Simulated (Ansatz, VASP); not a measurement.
# TaN: VASP beside Ansatz

```
Ta N
1.0
     2.80416    0.00000    0.00000
    -1.40208    2.42848    0.00000
     0.00000    0.00000    5.31144
Ta N
2 2
Direct
  0.00000 0.00000 0.00000
  0.00000 0.00000 0.50000
  0.33333 0.66667 0.25000
  0.66667 0.33333 0.75000
```

Change from the starting cell: strain -0.080 along x and y, +0.080 along z, atoms carried along.

Alike in both runs: task single point; functional PBE; k mesh 18 × 18 × 10; occupations gaussian, width 0.15 eV; no spin polarisation.

|  | VASP | Ansatz |
| --- | --- | --- |
| version | VASP 6.6.1 | Ansatz 0.2.0 |
| potentials or method | VASP PAW PBE potentials, release 64 (Ta_pv, N), cutoff 520 eV | scalar-relativistic, plane waves, PAW |
| valence electrons in the cell | 32 | 36 |

|  | VASP | Ansatz | Ansatz less VASP |
| --- | --- | --- | --- |
| gap on the k mesh at the Fermi level (eV) | none | none | - |
| pressure (GPa) | 99.3 | 97.3 | -2.03 |
| traceless stress, the component that is largest in VASP (GPa) | 44.26 | 44.01 | -0.246 |

A gap of «none» marks a metal or a gap that the smearing closes. Both programs put the cell under a high pressure, so it lies far from rest at this level. VASP's potentials hold 32 valence electrons a cell and Ansatz's 36, so a difference there can come from the potentials and not from the codes.

Spin-orbit coupling is off throughout. Noted on VASP's run: the cell as given lies far from equilibrium.
